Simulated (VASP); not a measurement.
Here is a VASP 6.6.1 calculation.

INCAR

```
SYSTEM = Si
PREC = Accurate
ENCUT = 500
EDIFF = 1E-6
ISMEAR = -1
SIGMA = 0.1
LREAL = .FALSE.
LASPH = .TRUE.
NELM = 120
ALGO = Normal
ISIF = 2
LWAVE = .FALSE.
LCHARG = .FALSE.
GGA = PE
NBANDS = 8
GGA_COMPAT = .FALSE.
```

KPOINTS

```
regular mesh
0
G
  17 17 17
  0 0 0
```

Contents of POSCAR:

```
Si
1.0
   -1.6269100000      1.6269100000      1.3203300000
    1.6269100000     -1.6269100000      1.3203300000
    1.6269100000      1.6269100000     -1.3203300000
Si
1
Direct
    0.0000000000      0.0000000000      0.0000000000
```

Potentials or basis: VASP PAW PBE potentials, release 64 (Si).

Launch:

```bash
$ cat potpaw_PBE.64/Si/POTCAR > POTCAR
$ mpirun -np 1 vasp_std > vasp.out
```

Task: Predict the band gap on the k mesh.

Result: Zero (bands 2 and 3 overlap by 13.36 eV).

Task: Predict the pressure.

Result: 3.5 GPa.

Stress tensor (GPa, compression positive):
```
3.79 0.00 0.00
0.00 3.79 0.00
0.00 0.00 3.01
```

Caveat: the cell stands under pressure.
